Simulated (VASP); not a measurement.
# BeTe (F-43m) in VASP: further runs, part 2 of 2

VASP 6.6.1.

## (4) Relaxation of cell and atoms, LDA, target pressure 6 GPa, at which the enthalpy is minimised

This run uses another cell than the first one, of 19.77 Å³/atom, 0.923 times its volume.

File INCAR:

```
SYSTEM = BeTe
  ALGO = Normal
  EDIFF = 1E-6
  EDIFFG = -0.001
  ENCUT = 600
  GGA = CA
  IBRION = 2
  ISIF = 3
  ISMEAR = 0
  LASPH = .True.
  LCHARG = .False.
  LREAL = .False.
  LWAVE = .False.
  NELM = 80
  NSW = 80
  PREC = Accurate
  PSTRESS = 60.0
  SIGMA = 0.01
```

File KPOINTS:

```
k-points
0
Gamma
  10 10 10
  0 0 0
```

File POSCAR:

```
BeTe
1.0
    0.0000000000      2.7040658515      2.7040658515
    2.7040658515      0.0000000000      2.7040658515
    2.7040658515      2.7040658515      0.0000000000
Be Te
1 1
Direct
    0.0000000000      0.0000000000      0.0000000000
    0.7500000000      0.7500000000      0.7500000000
```

Potentials or basis: VASP PAW LDA potentials, release 64 (Be, Te).

Started as:

```bash
$ cat potpaw_LDA.64/Be/POTCAR potpaw_LDA.64/Te/POTCAR > POTCAR
$ mpirun -np 1 vasp_std > vasp.out
```

OUTCAR:

```text
SYSTEM = BeTe
   EDIFF = 1E-6
   EDIFFG = -0.001
   ENCUT = 600
   GGA = CA
   IBRION = 2
   ISIF = 3
   ISMEAR = 0
   LASPH = .True.
   LREAL = .False.
   NELM = 80
   NSW = 80
   PREC = Accurate
   PSTRESS = 60.0

 ion  position               nearest neighbor table
   1  0.000  0.000  0.000-   2 2.34   2 2.34   2 2.34   2 2.34
   2  0.750  0.750  0.750-   1 2.34   1 2.34   1 2.34   1 2.34

  LATTYP: Found a face centered cubic cell.
 ALAT       =     5.4081317030

  Lattice vectors:

 A1 = (   0.0000000000,   2.7040658515,   2.7040658515)
 A2 = (   2.7040658515,   0.0000000000,   2.7040658515)
 A3 = (   2.7040658515,   2.7040658515,   0.0000000000)

Analysis of symmetry for initial positions (statically):
=====================================================================
 Subroutine PRICEL returns:
 Original cell was already a primitive cell.

 Routine SETGRP: Setting up the symmetry group for a
 face centered cubic supercell.

 Subroutine GETGRP returns: Found 24 space group operations
 (whereof 24 operations were pure point group operations)
 out of a pool of 48 trial point group operations.

The static configuration has the point symmetry T_d .

Analysis of symmetry for dynamics (positions and initial velocities):
=====================================================================
 Subroutine PRICEL returns:
 Original cell was already a primitive cell.

 Routine SETGRP: Setting up the symmetry group for a
 face centered cubic supercell.

 Subroutine GETGRP returns: Found 24 space group operations
 (whereof 24 operations were pure point group operations)
 out of a pool of 48 trial point group operations.

The dynamic configuration has the point symmetry T_d .

 Subroutine INISYM returns: Found 24 space group operations
 (whereof 24 operations are pure point group operations),
 and found     1 'primitive' translations
[... 118 lines left out ...]
  Thomas-Fermi vector in A             =   2.090384
   LORBIT       =      0    0 simple, 1 ext, 2 COOP (PROOUT), +10 PAW based schemes
   GGA     = CA    functional components
   LHFCALC =     F    Hartree Fock is set to
   AEXX    =    0.0000 exact exchange contribution
   IVDW    =     0    specifies the selected vdW correction
   LEPSILON=     F    determine dielectric tensor
   LRPA    =     F    only Hartree local field effects (RPA)
 conjugate gradient relaxation of ions
 non-spin polarized calculation
 Gauss-broadening in eV      SIGMA  =   0.01
  energy-cutoff  :      600.00
  volume of cell :       39.54
 maximum number of plane-waves:      1363
   NGX = 15   NGY = 15   NGZ = 15

--------------------------------------- Ionic step        1  -------------------------------------------

 number of electron       8.0000000 magnetization

 Free energy of the ion-electron system (eV)
  ---------------------------------------------------
  ext. energy  EPLUGINS =         0.00000000
  ---------------------------------------------------
  free energy    TOTEN  =        -8.66290767 eV

  energy without entropy =       -8.66290767  energy(sigma->0) =       -8.66290767

------------------------ aborting loop because EDIFF is reached ----------------------------------------

  FORCE on cell =-STRESS in cart. coord.  units (eV):
  Direction    XX          YY          ZZ          XY          YZ          ZX
  --------------------------------------------------------------------------------------
  -------------------------------------------------------------------------------------
  Total        1.5701771      1.5701771      1.5701771     -0.0000000      0.0000000      0.0000000
  in kB       63.6176245     63.6176245     63.6176245     -0.0000000      0.0000000      0.0000000
  external PRESSURE =       3.6176245 kB  Pullay stress =      60.0000000 kB
[... 101 lines left out ...]
--------------------------------------- Ionic step        4  -------------------------------------------

 number of electron       8.0000000 magnetization

 Free energy of the ion-electron system (eV)
  ---------------------------------------------------
  ext. energy  EPLUGINS =         0.00000000
  ---------------------------------------------------
  free energy    TOTEN  =        -8.66895666 eV

  energy without entropy =       -8.66895666  energy(sigma->0) =       -8.66895666

 E-fermi :   6.4167     XC(G=0):  -9.7323

 val. band max:        6.3489867842   @ k =   0.0000   0.0000   0.0000
 cond. band min:       7.9195094147   @ k =   0.5000   0.5000   0.0000
 fundamental gap:      1.5705226306
 Fermi energy:         6.4167361930

 k-point     1 :       0.0000    0.0000    0.0000
  band No.  band energies     occupation
      1      -6.8020      2.00000
      2       6.3490      2.00000
      3       6.3490      2.00000
      4       6.3490      2.00000
      5       9.8188      0.00000
      6       9.8188      0.00000
      7       9.8188      0.00000
      8      10.9742      0.00000
[... 243 lines left out ...]
 k-point    24 :       0.4000    0.3000    0.0000
  band No.  band energies     occupation
      1      -5.1812      2.00000
      2       1.6306      2.00000
      3       3.4009      2.00000
      4       3.7112      2.00000
      5       8.5715      0.00000
      6       9.8699      0.00000
      7      14.3373      0.00000
      8      14.4451      0.00000

 [... further k-points ...]
[... 5 lines left out ...]
  --------------------------------------------------------------------------------------
  -------------------------------------------------------------------------------------
  Total        1.4872508      1.4872508      1.4872508     -0.0000000     -0.0000000     -0.0000000
  in kB       60.0199379     60.0199379     60.0199379     -0.0000000     -0.0000000     -0.0000000
  external PRESSURE =       0.0199379 kB  Pullay stress =      60.0000000 kB
[... 21 lines left out ...]
  energy  without entropy=       -8.6689566550  energy(sigma->0) =       -8.66895666

  enthalpy is  TOTEN    =        -7.1821999248 eV   P V=        1.4867567302

 reached required accuracy - stopping structural energy minimisation
```

CONTCAR:

```text
BeTe
   1.00000000000000
     0.0000000000000000    2.7076326963038322    2.7076326963038322
     2.7076326963038322    0.0000000000000000    2.7076326963038322
     2.7076326963038322    2.7076326963038322    0.0000000000000000
  Be              Te
     1     1
Direct
     0.0000000000000000    0.0000000000000000    0.0000000000000000
     0.7500000000000000    0.7500000000000000    0.7500000000000000

  0.00000000E+00  0.00000000E+00  0.00000000E+00
  0.00000000E+00  0.00000000E+00  0.00000000E+00
```

Wall time 31 s (1 thread of AMD EPYC 9R45 (Zen 5), shared host); peak memory 0.13 GiB.

What came out:

```
Free energy                                            : -8.6690 eV
Relaxed volume                                         : 19.85 Å³/atom
Relaxed cell                                           : a = 3.829 Å, b = 3.829 Å, c = 3.829 Å, α = 60.00°, β = 60.00°, γ = 60.00°
Space group after relaxing (to 0.05 Å)                 : F-43m (No. 216)
Energy change on relaxing (the enthalpy is what falls) : -3.0 meV/atom
Ionic steps                                            : 4
Pressure after relaxing                                : 6.0 GPa
Band gap on the k mesh                                 : 1.57 eV, indirect (least direct gap 3.47 eV)
```

Step by step:
| step | energy change (eV) | largest force (eV/Å) | pressure (GPa) | volume (Å³) |
| --- | --- | --- | --- | --- |
| 1 | 0.0000 | 0.0000 | 6.36 | 39.54 |
| 2 | -0.0097 | 0.0000 | 5.80 | 39.80 |
| 3 | -0.0062 | 0.0000 | 5.99 | 39.71 |
| 4 | -0.0060 | 0.0000 | 6.00 | 39.70 |

Final structure:
```
CELL_PARAMETERS angstrom
0.00000 2.70763 2.70763
2.70763 0.00000 2.70763
2.70763 2.70763 0.00000
ATOMIC_POSITIONS crystal
Be 0.00000 0.00000 0.00000
Te 0.75000 0.75000 0.75000
```

Caveat: the cell is relaxed towards a set pressure, so the enthalpy falls and the energy may rise; spin-orbit coupling is left out, which moves the levels of the heavy elements. A k mesh can miss the band edges.

## (5) Single point, LDA

This run uses another cell than the first one, of 21.25 Å³/atom, 0.992 times its volume.

File INCAR:

```
SYSTEM = BeTe
PREC = Accurate
ENCUT = 600
EDIFF = 1E-6
ISMEAR = 0
SIGMA = 0.1
LREAL = .False.
LASPH = .True.
NELM = 120
ALGO = Normal
ISIF = 2
LWAVE = .False.
LCHARG = .False.
GGA = CA
NBANDS = 11
GGA_COMPAT = .False.
```

File KPOINTS:

```
regular mesh
0
Gamma
  6 6 6
  0 0 0
```

File POSCAR:

```
BeTe
1.0
    0.0000000000      2.7700000000      2.7700000000
    2.7700000000      0.0000000000      2.7700000000
    2.7700000000      2.7700000000      0.0000000000
Be Te
1 1
Direct
    0.0000000000      0.0000000000      0.0000000000
    0.7500000000      0.7500000000      0.7500000000
```

Started as:

```bash
$ cat potpaw_LDA.64/Be/POTCAR potpaw_LDA.64/Te/POTCAR > POTCAR
$ mpirun -np 1 vasp_std > vasp.out
```

Run time: 5.6 s. Hardware: 1 thread of AMD EPYC 7R13 (Zen 3), shared host; peak memory 0.12 GiB.

It converged, with:

```
Free energy            : -8.7190 eV
Pressure               : 0.8 GPa
Band gap on the k mesh : 1.75 eV, indirect (least direct gap 3.54 eV)
```

Levels at points of the mesh, in eV from the valence-band top:
```tsv
k point	band 1	band 2	band 3	band 4	band 5	band 6	band 7	band 8	band 9
(0.00, 0.00, 0.00)	-12.65	0.00	0.00	0.00	3.54	3.54	3.54	4.09	8.25
(0.50, 0.00, 0.00)	-11.19	-5.86	-1.22	-1.22	3.19	4.53	4.53	7.63	10.96
(0.50, 0.50, 0.00)	-10.66	-5.35	-2.83	-2.83	1.75	2.58	9.91	9.91	11.65
```

Caveat: spin-orbit coupling is left out, which moves the levels of the heavy elements. A k mesh can miss the band edges.

## (6) The runs side by side

```csv
task,cell,k mesh,smearing,gap on the mesh (eV),pressure (GPa)
relaxation of cell and atoms,"relaxed to 1 GPa from a = 3.928 Å, angles 60.0°, 2 atoms",8 × 8 × 8,gaussian 0.01 eV,1.74,1.0
relaxation of cell and atoms,"relaxed to 6 GPa from a = 3.928 Å, angles 60.0°, 2 atoms",8 × 8 × 8,gaussian 0.01 eV,1.57,6.0
relaxation of cell and atoms,"relaxed to 6 GPa from a = 3.824 Å, angles 60.0°, 2 atoms",10 × 10 × 10,gaussian 0.01 eV,1.57,6.0
single point,"a = 3.917 Å, angles 60.0°, 2 atoms",6 × 6 × 6,gaussian 0.1 eV,1.75,0.8
```

Alike in all rows: level LDA; potentials or basis VASP PAW LDA potentials, release 64 (Be, Te); no spin polarisation; cutoff (eV) 600.

Caveats: spin-orbit coupling is left out, which moves the levels of the heavy elements; the cell is relaxed towards a set pressure, so the enthalpy falls and the energy may rise (some runs).

Absolute energies hang on the potentials; compare differences alone.
